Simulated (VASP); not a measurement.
Wanted: the native input for a VASP 6.6.1 run.

```
Task                   : single point
Functional             : PBE
Potentials or basis    : VASP PAW PBE potentials, release 64 (C, Li_sv)
Cutoff                 : 520 eV
k mesh                 : 2 × 2 × 1
Occupations            : gaussian, width 0.05 eV
Spin                   : collinear spin, zero start
Starting moments       : [0.0, 0.0, 0.0, 0.0, 0.0, 0.0, 0.0, 0.0, 0.0, 0.0, 0.0, 0.0, 0.0, 0.0, 0.0, 0.0, 0.0, 0.0, 0.0] μB
Dipole correction      : no
Further INCAR settings : LREAL = Auto; ALGO = Normal; EDIFF = 1e-06; NBANDS = 56
```

The structure of LiC18 lies in POSCAR:

```
LiC18
1.0
    7.3980000000      0.0000000000      0.0000000000
   -3.6990000000      6.4068560000      0.0000000000
    0.0000000000      0.0000000000     12.0000000000
C Li
18 1
Direct
   -0.0115299004     -0.0052317392      0.0845524167
    0.2118027010      0.1064353561      0.0846216667
   -0.0109817611      0.3275466157      0.0855074167
    0.2112211888      0.4386483792      0.0855310833
   -0.0115306017      0.6597782126      0.0845385000
    0.2118033362      0.7714460884      0.0846142500
    0.3234675955     -0.0052267446      0.0846373333
    0.5455602814      0.1058180487      0.0856150833
    0.3228413866      0.3285275961      0.0856104167
    0.5445791835      0.4386563394      0.0854976667
    0.3228398337      0.6603895889      0.0856071667
    0.5445774497      0.7719967485      0.0854984167
    0.6556794779     -0.0058008171      0.0855126667
    0.8774184889      0.1058110249      0.0855697500
    0.6556821745      0.3275562928      0.0855085833
    0.8774203295      0.4376833192      0.0855605000
    0.6547101846      0.6603933349      0.0855257500
    0.8768027981      0.7714390647      0.0844940833
    1.0996174443      0.8828017986      0.2234965000
```

One way to write it, as run:

INCAR

```
SYSTEM = LiC18
PREC = Accurate
ENCUT = 520
EDIFF = 1E-6
ISMEAR = 0
SIGMA = 0.05
LREAL = Auto
LASPH = .True.
NELM = 150
ALGO = Normal
ISIF = 2
LWAVE = .False.
LCHARG = .False.
ISPIN = 2
MAGMOM = 0 0 0 0 0 0 0 0 0 0 0 0 0 0 0 0 0 0 0
LORBIT = 11
GGA = PE
NBANDS = 56
```

KPOINTS

```
regular mesh
0
Gamma
  2 2 1
  0 0 0
```

Potentials or basis: VASP PAW PBE potentials, release 64 (C, Li_sv).

Run with:

```sh
$ cat potpaw_PBE.64/C/POTCAR potpaw_PBE.64/Li_sv/POTCAR > POTCAR
$ mpirun -np 1 vasp_std > vasp.out
```

It gave:

```json
{
 "Largest force": "0.014 eV/Å",
 "Net moment": "0.00 μB per cell",
 "Valence electrons inside the program's atomic spheres": "C 2.66; Li 2.06"
}
```

Caveat: the k points lie up to 0.49 Å⁻¹ apart; there is no dipole correction, which matters where the two faces differ; no moment was typed at the start, so none could form.

Run time: 15 min on 1 thread of Intel(R) Xeon(R) Platinum 8488C (Sapphire Rapids), with other jobs on the host, peak memory 0.85 GiB.
